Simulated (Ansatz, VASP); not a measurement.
AlN: VASP beside Ansatz

Contents of INCAR:

```
SYSTEM = AlN
  ALGO = Normal
  EDIFF = 1E-6
  ENCUT = 520
  GGA = PE
  ISIF = 2
  ISMEAR = 0
  LASPH = .TRUE.
  LCHARG = .TRUE.
  LELF = .TRUE.
  LREAL = .FALSE.
  LVHAR = .TRUE.
  LWAVE = .FALSE.
  NBANDS = 11
  NELM = 100
  PREC = Accurate
  SIGMA = 0.05
```

Contents of KPOINTS:

```
k-points
0
G
  10 10 10
  0 0 0
```

POSCAR

```
AlN
1.0
    0.0000000000      2.1839935596      2.1839935596
    2.1839935596      0.0000000000      2.1839935596
    2.1839935596      2.1839935596      0.0000000000
Al N
1 1
Direct
   -0.0267411198     -0.0267411198      0.0267411198
    0.8015111409      0.8015111409      0.6984888591
```

Input for Ansatz:

```yaml
crystal:
  lattice:
    - [0.0, 2.1839935596, 2.1839935596]
    - [2.1839935596, 0.0, 2.1839935596]
    - [2.1839935596, 2.1839935596, 0.0]
  atoms:
    - { symbol: Al, position: [-0.0267411198, -0.0267411198, 0.0267411198] }
    - { symbol: "N", position: [0.8015111409, 0.8015111409, 0.6984888591] }
basis:
  ecutwfc: 420
kpoints:
  mp_grid: { grid: [10, 10, 10] }
hamiltonian:
  xc: pbe
scf:
  occupations: { method: gaussian, width: 0.05 }
output:
  forces: true
  stress: true
  eigenvalues: true
```

Change from the starting cell: mode 4 (656.9 1/cm) frozen in, largest displacement +0.225 Å.

Alike in both runs: task single point; functional PBE; k mesh 10 × 10 × 10; occupations gaussian, width 0.05 eV; no spin polarisation.

|  | VASP | Ansatz |
| --- | --- | --- |
| version | VASP 6.6.1 | Ansatz 0.2.0 |
| potentials or method | VASP PAW PBE potentials, release 64 (Al, N), cutoff 520 eV | scalar-relativistic, plane waves, PAW |
| valence electrons in the cell | 8 | 8 |

|  | VASP | Ansatz | Ansatz less VASP |
| --- | --- | --- | --- |
| gap on the k mesh at the Fermi level (eV) | 2.51 | 2.52 | +0.013 |
| least direct gap on the mesh (eV) | 3.22 | 3.21 | -0.009 |
| pressure (GPa) | 18.5 | 18.5 | +0.04 |
| traceless stress, the component that is largest in VASP (GPa) | 28.24 | 28.00 | -0.239 |
| rms of the force components (eV/Å) | 2.564 | 2.551 | -0.0136 |

Atom by atom the forces differ by 0.014 eV/Å (rms over components).
